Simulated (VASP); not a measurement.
Ta: single point with LDA

The system is Ta.

```
Ta
1.0
    -1.47779    1.47779    1.47779
     1.47779   -1.47779    1.47779
     1.47779    1.47779   -1.47779
Ta
1
Direct
  0.00000 0.00000 0.00000
```

This cell differs from its parent crystal: volume scaled by 0.75.

* Program: VASP 6.6.1
* Task: single point
* Functional: LDA
* Potentials or basis: VASP PAW LDA potentials, release 64 (Ta_pv)
* Cutoff: 520 eV
* k mesh: 16 × 16 × 16
* Occupations: fermi-dirac, width 0.05 eV
* Spin: no spin polarisation

```
Pressure : 110.4 GPa
```

Levels at points of the mesh, in eV from the Fermi level:
```tsv
k point	band 2	band 3	band 4	band 5	band 6	band 7	band 8	band 9
(0.00, 0.00, 0.00)	-31.59	-31.59	-8.88	0.45	0.45	0.45	5.03	5.03
(0.50, 0.00, 0.00)	-32.60	-31.65	-6.20	-2.97	4.11	5.30	6.73	11.52
(0.50, 0.50, 0.50)	-33.78	-33.78	-6.38	-6.38	9.85	9.85	9.85	12.55
```

It took 7.6 s on 1 thread of Intel(R) Xeon(R) 6975P-C (Granite Rapids), on a shared host, peak memory 0.13 GiB.

Caveat: spin-orbit coupling is left out, which moves the levels of the heavy elements.
